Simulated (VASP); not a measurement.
# CdTe (F-43m) in VASP: a series of runs

CdTe is run at these levels: r2SCAN; tasks: single point.

Everything below comes from runs of VASP 6.6.1. Logs are shortened: lines on timing, memory, paths and dates and some standing lists are left out, and cuts for length are marked.

## (1) The cell of the first run

Symmetry: F-43m, No. 216, cubic system. Conventional cell: a = 6.560 Å, b = 6.560 Å, c = 6.560 Å, α = 90.00°, β = 90.00°, γ = 90.00°. Cd (site symmetry -43m) has 4 Te at 2.84 Å within 3.7 Å. Within 3.7 Å of Te (site symmetry -43m) lie 4 Cd at 2.84 Å.

## (2) Single point, r2SCAN

Input file POSCAR:

```
CdTe
1.0
    0.0000000000      3.2799551171      3.2799551171
    3.2799551171      0.0000000000      3.2799551171
    3.2799551171      3.2799551171      0.0000000000
Cd Te
1 1
Direct
    0.0000000000      0.0000000000      0.0000000000
    0.2500000000      0.2500000000      0.2500000000
```

Input file INCAR.step1:

```
  PREC = Accurate
  ENCUT = 520
  ISMEAR = 0
  SIGMA = 0.01
  LREAL = F
  LASPH = T
  NELM = 60
  NBANDS = 16
  GGA = PE
  ALGO = Normal
  EDIFF = 1E-4
  LWAVE = T
  LCHARG = F
```

Input file INCAR.step2:

```
  PREC = Accurate
  ENCUT = 520
  EDIFF = 1E-6
  ISMEAR = 0
  SIGMA = 0.01
  LREAL = F
  LASPH = T
  NELM = 60
  ALGO = Normal
  ISIF = 2
  LWAVE = F
  LCHARG = T
  METAGGA = R2SCAN
  LMIXTAU = T
  LELF = T
  LVHAR = T
  NBANDS = 16
  ISTART = 1
```

Input file KPOINTS:

```
regular mesh
0
Gamma
  6 6 6
```

Potentials or basis: VASP PAW PBE potentials, release 64 (Cd, Te).

Launch:

```bash
$ cat potpaw_PBE.64/Cd/POTCAR potpaw_PBE.64/Te/POTCAR > POTCAR
$ cp INCAR.step1 INCAR
$ mpirun -np 1 vasp_std > vasp.out
$ cp INCAR.step2 INCAR
$ mpirun -np 1 vasp_std > vasp.out
```

OUTCAR:

```text
PREC = Accurate
   ENCUT = 520
   EDIFF = 1E-6
   ISMEAR = 0
   LREAL = F
   LASPH = T
   NELM = 60
   ISIF = 2
   METAGGA = R2SCAN
   ISTART = 1

 ion  position               nearest neighbor table
   1  0.000  0.000  0.000-   2 2.84   2 2.84   2 2.84   2 2.84
   2  0.250  0.250  0.250-   1 2.84   1 2.84   1 2.84   1 2.84

  LATTYP: Found a face centered cubic cell.
 ALAT       =     6.5599102342

  Lattice vectors:

 A1 = (   0.0000000000,   3.2799551171,   3.2799551171)
 A2 = (   3.2799551171,   0.0000000000,   3.2799551171)
 A3 = (   3.2799551171,   3.2799551171,   0.0000000000)

Analysis of symmetry for initial positions (statically):
=====================================================================
 Subroutine PRICEL returns:
 Original cell was already a primitive cell.

 Routine SETGRP: Setting up the symmetry group for a
 face centered cubic supercell.

 Subroutine GETGRP returns: Found 24 space group operations
 (whereof 24 operations were pure point group operations)
 out of a pool of 48 trial point group operations.

The static configuration has the point symmetry T_d .

Analysis of symmetry for dynamics (positions and initial velocities):
=====================================================================
 Subroutine PRICEL returns:
 Original cell was already a primitive cell.

 Routine SETGRP: Setting up the symmetry group for a
 face centered cubic supercell.

 Subroutine GETGRP returns: Found 24 space group operations
 (whereof 24 operations were pure point group operations)
 out of a pool of 48 trial point group operations.

The dynamic configuration has the point symmetry T_d .

 Subroutine INISYM returns: Found 24 space group operations
 (whereof 24 operations are pure point group operations),
 and found     1 'primitive' translations

----------------------------------------------------------------------------------------

                                     Primitive cell

  volume of cell :      70.5722

  direct lattice vectors                    reciprocal lattice vectors
     0.000000000  3.279955117  3.279955117    -0.152441110  0.152441110  0.152441110
     3.279955117  0.000000000  3.279955117     0.152441110 -0.152441110  0.152441110
     3.279955117  3.279955117  0.000000000     0.152441110  0.152441110 -0.152441110

  length of vectors
     4.638557011  4.638557011  4.638557011     0.264035748  0.264035748  0.264035748

  position of ions in fractional coordinates (direct lattice)
     0.000000000  0.000000000  0.000000000
     0.250000000  0.250000000  0.250000000

  ion indices of the primitive-cell ions
   primitive index   ion index
                 1           1
                 2           2

----------------------------------------------------------------------------------------

 KPOINTS: regular mesh

Automatic generation of k-mesh.
 Grid dimensions read from file:
 generate k-points for:    6    6    6

 Generating k-lattice:

  Cartesian coordinates                     Fractional coordinates (reciprocal lattice)
    -0.025406852  0.025406852  0.025406852     0.166666667  0.000000000  0.000000000
     0.025406852 -0.025406852  0.025406852     0.000000000  0.166666667  0.000000000
     0.025406852  0.025406852 -0.025406852     0.000000000  0.000000000  0.166666667

  Length of vectors
     0.044005958  0.044005958  0.044005958

  Shift w.r.t. Gamma in fractional coordinates (k-lattice)
     0.000000000  0.000000000  0.000000000

 Subroutine IBZKPT returns following result:
 ===========================================

 Found     16 irreducible k-points:

 Following reciprocal coordinates:
            Coordinates               Weight
  0.000000  0.000000  0.000000      1.000000
  0.166667  0.000000  0.000000      8.000000
  0.333333  0.000000  0.000000      8.000000
  0.500000  0.000000  0.000000      4.000000
  0.166667  0.166667  0.000000      6.000000
  0.333333  0.166667  0.000000     24.000000
[... 8 lines left out ...]
 -0.333333  0.333333  0.166667     24.000000
 -0.333333  0.500000  0.166667     12.000000
   k-points           NKPTS =     16   k-points in BZ     NKDIM =     16   number of bands    NBANDS=     16
   number of dos      NEDOS =    301   number of ions     NIONS =      2
   total plane-waves  NPLWV =  46656
   dimension x,y,z NGX =    36 NGY =   36 NGZ =   36
   dimension x,y,z NGXF=    72 NGYF=   72 NGZF=   72
   ions per type =               1   1
   NGX,Y,Z   is equivalent  to a cutoff of  12.90, 12.90, 12.90 a.u.
   NGXF,Y,Z  is equivalent  to a cutoff of  25.80, 25.80, 25.80 a.u.
 SYSTEM =  unknown system
   PREC   = accura    normal or accurate (medium, high low for compatibility)
   ISTART =      1    job   : 0-new  1-cont  2-samecut
   ICHARG =      0    charge: 1-file 2-atom 10-const
   ISPIN  =      1    spin polarized calculation?
   LNONCOLLINEAR =      F non collinear calculations
   LSORBIT =      F    spin-orbit coupling
   LASPH  =      T    aspherical Exc in radial PAW
   ENCUT  =  520.0 eV  38.22 Ry    6.18 a.u.   8.62  8.62  8.62*2*pi/ulx,y,z
   NELM   =     60;   NELMIN=  2; NELMDL=  0     # of ELM steps
   EDIFF  = 0.1E-05   stopping-criterion for ELM
   LREAL  =      F    real-space projection
   EDIFFG = 0.1E-04   stopping-criterion for IOM
   NSW    =      0    number of steps for IOM
   IBRION =     -1    ionic relax: 0-MD 1-quasi-New 2-CG
   NFREE  =      0    steps in history (QN), initial steepest desc. (CG)
   ISIF   =      2    stress and relaxation
   ISYM   =      2    0-nonsym 1-usesym 2-fastsym
   POTIM  = 0.5000    time-step for ionic-motion
   TEBEG  =    0.0;   TEEND  =   0.0 temperature during run
   PSTRESS=    0.0 pullay stress
   NELECT =      18.0000    total number of electrons
   NUPDOWN=      -1.0000    fix difference up-down
   EMIN   =  10.00;   EMAX   =-10.00  energy-range for DOS
   EFERMI =   0.00;   METHOD = LEGACY
   ISMEAR =     0;   SIGMA  =   0.01  broadening in eV -4-tet -1-fermi 0-gaus
   EFERMI_NEDOS =   21; number of points for ismear=-14 and -15
   IALGO  =     38    algorithm
   IMIX   =      4    mixing-type and parameters
     AMIX     =   0.40;   BMIX     =  1.00
     AMIX_MAG =   1.60;   BMIX_MAG =  1.00
  volume/ion in A,a.u.               =      35.29       238.12
  Fermi-wavevector in a.u.,A,eV,Ry     =   1.038216  1.961944 14.665621  1.077893
  Thomas-Fermi vector in A             =   2.172690
   LORBIT       =      0    0 simple, 1 ext, 2 COOP (PROOUT), +10 PAW based schemes
   METAGGA = R2SCAN    functional components
   LHFCALC =     F    Hartree Fock is set to
   AEXX    =    0.0000 exact exchange contribution
   IVDW    =     0    specifies the selected vdW correction
   LEPSILON=     F    determine dielectric tensor
   LRPA    =     F    only Hartree local field effects (RPA)
 non-spin polarized calculation
 Gauss-broadening in eV      SIGMA  =   0.01
  energy-cutoff  :      520.00
  volume of cell :       70.57
 maximum number of plane-waves:      1917
 NGX is ok and might be reduce to    36
   NGX = 17   NGY = 17   NGZ = 17

 number of electron      18.0000006 magnetization

 Free energy of the ion-electron system (eV)
  ---------------------------------------------------
  ext. energy  EPLUGINS =         0.00000000
  ---------------------------------------------------
  free energy    TOTEN  =       -46.64138589 eV

  energy without entropy =      -46.64138589  energy(sigma->0) =      -46.64138589

 E-fermi :   1.8627     XC(G=0):  -8.9354

 val. band max:        1.7774040842   @ k =   0.0000   0.0000   0.0000
 cond. band min:       2.9311162817   @ k =   0.0000   0.0000   0.0000
 fundamental gap:      1.1537121976
 Fermi energy:         1.8626686167

 k-point     1 :       0.0000    0.0000    0.0000
  band No.  band energies     occupation
      1      -9.5402      2.00000
      2      -6.6689      2.00000
      3      -6.6689      2.00000
      4      -6.6689      2.00000
      5      -6.4124      2.00000
      6      -6.4124      2.00000
[... 8 lines left out ...]
     15      11.5432      0.00000
     16      11.5432      0.00000

 k-point     2 :       0.1667    0.0000    0.0000
  band No.  band energies     occupation
      1      -9.4454      2.00000
      2      -6.6511      2.00000
      3      -6.6511      2.00000
      4      -6.5820      2.00000
      5      -6.4132      2.00000
      6      -6.4132      2.00000
[... 8 lines left out ...]
     15      10.6763      0.00000
     16      10.6763      0.00000

 k-point     3 :       0.3333    0.0000    0.0000
  band No.  band energies     occupation
      1      -9.2571      2.00000
      2      -6.6198      2.00000
      3      -6.6198      2.00000
      4      -6.4095      2.00000
      5      -6.4095      2.00000
      6      -6.3030      2.00000
[... 8 lines left out ...]
     15      11.1056      0.00000
     16      11.1056      0.00000

 k-point     4 :       0.5000    0.0000    0.0000
  band No.  band energies     occupation
      1      -9.1656      2.00000
      2      -6.6072      2.00000
      3      -6.6072      2.00000
      4      -6.4041      2.00000
      5      -6.4041      2.00000
      6      -6.0667      2.00000
[... 8 lines left out ...]
     15      12.5767      0.00000
     16      12.5767      0.00000

 k-point     5 :       0.1667    0.1667    0.0000
  band No.  band energies     occupation
      1      -9.4142      2.00000
      2      -6.6330      2.00000
      3      -6.6330      2.00000
      4      -6.5803      2.00000
      5      -6.4191      2.00000
      6      -6.4051      2.00000
[... 8 lines left out ...]
     15      11.4059      0.00000
     16      11.7945      0.00000

 k-point     6 :       0.3333    0.1667    0.0000
  band No.  band energies     occupation
      1      -9.2584      2.00000
      2      -6.6080      2.00000
      3      -6.5980      2.00000
      4      -6.4561      2.00000
      5      -6.3996      2.00000
      6      -6.3301      2.00000
[... 8 lines left out ...]
     15      11.9819      0.00000
     16      11.9967      0.00000

 k-point     7 :       0.5000    0.1667    0.0000
  band No.  band energies     occupation
      1      -9.1377      2.00000
      2      -6.5925      2.00000
      3      -6.5827      2.00000
      4      -6.4265      2.00000
      5      -6.4011      2.00000
      6      -6.0413      2.00000
[... 8 lines left out ...]
     15      12.2809      0.00000
     16      12.6506      0.00000

 k-point     8 :      -0.3333    0.1667    0.0000
  band No.  band energies     occupation
      1      -9.1674      2.00000
      2      -6.5966      2.00000
      3      -6.5936      2.00000
      4      -6.4150      2.00000
      5      -6.4138      2.00000
      6      -6.1202      2.00000
[... 8 lines left out ...]
     15      11.4398      0.00000
     16      12.6116      0.00000

 k-point     9 :      -0.1667    0.1667    0.0000
  band No.  band energies     occupation
      1      -9.3200      2.00000
      2      -6.6309      2.00000
      3      -6.6160      2.00000
      4      -6.4530      2.00000
      5      -6.4207      2.00000
      6      -6.3879      2.00000
[... 8 lines left out ...]
     15      11.2263      0.00000
     16      12.0077      0.00000

 k-point    10 :       0.3333    0.3333    0.0000
  band No.  band energies     occupation
      1      -9.1683      2.00000
      2      -6.5554      2.00000
      3      -6.5554      2.00000
      4      -6.4920      2.00000
      5      -6.3905      2.00000
      6      -6.2125      2.00000
[... 8 lines left out ...]
     15      12.4843      0.00000
     16      14.1698      0.00000

 k-point    11 :       0.5000    0.3333    0.0000
  band No.  band energies     occupation
      1      -9.0810      2.00000
      2      -6.5501      2.00000
      3      -6.5352      2.00000
      4      -6.4720      2.00000
      5      -6.3913      2.00000
      6      -5.9739      2.00000
[... 8 lines left out ...]
     15      12.9203      0.00000
     16      13.7024      0.00000

 k-point    12 :      -0.3333    0.3333    0.0000
  band No.  band energies     occupation
      1      -9.0815      2.00000
      2      -6.5681      2.00000
      3      -6.5535      2.00000
      4      -6.4368      2.00000
      5      -6.4070      2.00000
      6      -5.9197      2.00000
[... 8 lines left out ...]
     15      11.2191      0.00000
     16      14.4532      0.00000

 k-point    13 :       0.5000    0.5000    0.0000
  band No.  band energies     occupation
      1      -9.0523      2.00000
      2      -6.5134      2.00000
      3      -6.5134      2.00000
      4      -6.5047      2.00000
      5      -6.3832      2.00000
      6      -5.9271      2.00000
[... 8 lines left out ...]
     15      13.0550      0.00000
     16      13.7839      0.00000

 k-point    14 :       0.5000    0.3333    0.1667
  band No.  band energies     occupation
      1      -9.1388      2.00000
      2      -6.5766      2.00000
      3      -6.5685      2.00000
      4      -6.4491      2.00000
      5      -6.4000      2.00000
      6      -6.0952      2.00000
[... 8 lines left out ...]
     15      12.5590      0.00000
     16      13.6738      0.00000

 k-point    15 :      -0.3333    0.3333    0.1667
  band No.  band energies     occupation
      1      -9.0814      2.00000
      2      -6.5673      2.00000
      3      -6.5552      2.00000
      4      -6.4345      2.00000
      5      -6.4086      2.00000
      6      -5.9191      2.00000
[... 8 lines left out ...]
     15      12.7660      0.00000
     16      13.4336      0.00000

 k-point    16 :      -0.3333    0.5000    0.1667
  band No.  band energies     occupation
      1      -9.0534      2.00000
      2      -6.5416      2.00000
      3      -6.5391      2.00000
      4      -6.4570      2.00000
      5      -6.3995      2.00000
      6      -5.8722      2.00000
[... 8 lines left out ...]
     15      13.2647      0.00000
     16      13.6668      0.00000

------------------------ aborting loop because EDIFF is reached ----------------------------------------

  FORCE on cell =-STRESS in cart. coord.  units (eV):
  Direction    XX          YY          ZZ          XY          YZ          ZX
  --------------------------------------------------------------------------------------
  -------------------------------------------------------------------------------------
  Total        0.0363488      0.0363488      0.0363488     -0.0000000      0.0000000      0.0000000
  in kB        0.8252145      0.8252145      0.8252145     -0.0000000      0.0000000      0.0000000
  external PRESSURE =       0.8252145 kB  Pullay stress =       0.0000000 kB

 VOLUME and BASIS-vectors are now :
 -----------------------------------------------------------------------------
  energy-cutoff  :      520.00
  volume of cell :       70.57
      direct lattice vectors                 reciprocal lattice vectors
     0.000000000  3.279955117  3.279955117    -0.152441110  0.152441110  0.152441110
     3.279955117  0.000000000  3.279955117     0.152441110 -0.152441110  0.152441110
     3.279955117  3.279955117  0.000000000     0.152441110  0.152441110 -0.152441110

 POSITION                                       TOTAL-FORCE (eV/Angst)
 -----------------------------------------------------------------------------------
      0.00000      0.00000      0.00000        -0.000000      0.000000     -0.000000
      1.63998      1.63998      1.63998         0.000000     -0.000000      0.000000
 -----------------------------------------------------------------------------------
    total drift:                               -0.000001     -0.000001     -0.000001

  FREE ENERGIE OF THE ION-ELECTRON SYSTEM (eV)
  ---------------------------------------------------
  free  energy   TOTEN  =       -46.6413858864 eV

  energy  without entropy=      -46.6413858864  energy(sigma->0) =      -46.64138589
```

Wall time 32 s (1 thread of Intel Xeon 6975P-C (Granite Rapids), shared host); peak memory 0.22 GiB.

Results:

* Free energy: -46.6414 eV
* Pressure: 0.1 GPa
* Band gap on the k mesh: 1.15 eV, direct

Levels at points of the mesh, in eV from the valence-band top:
| k point | band 7 | band 8 | band 9 | band 10 | band 11 | band 12 |
| --- | --- | --- | --- | --- | --- | --- |
| (0.00, 0.00, 0.00) | 0.00 | 0.00 | 0.00 | 1.15 | 5.05 | 5.05 |
| (0.50, 0.00, 0.00) | -4.29 | -0.74 | -0.74 | 2.19 | 5.60 | 5.60 |
| (0.50, 0.50, 0.00) | -4.17 | -1.79 | -1.79 | 2.95 | 2.99 | 9.25 |

Caveat: the PAW data sets were made with another functional, which shifts forces and pressure a little; spin-orbit coupling is left out, which moves the levels of the heavy elements. r2SCAN opens gaps a little over a GGA but as a rule still falls short of measured ones.

(Part 1 of 2 ends here.)
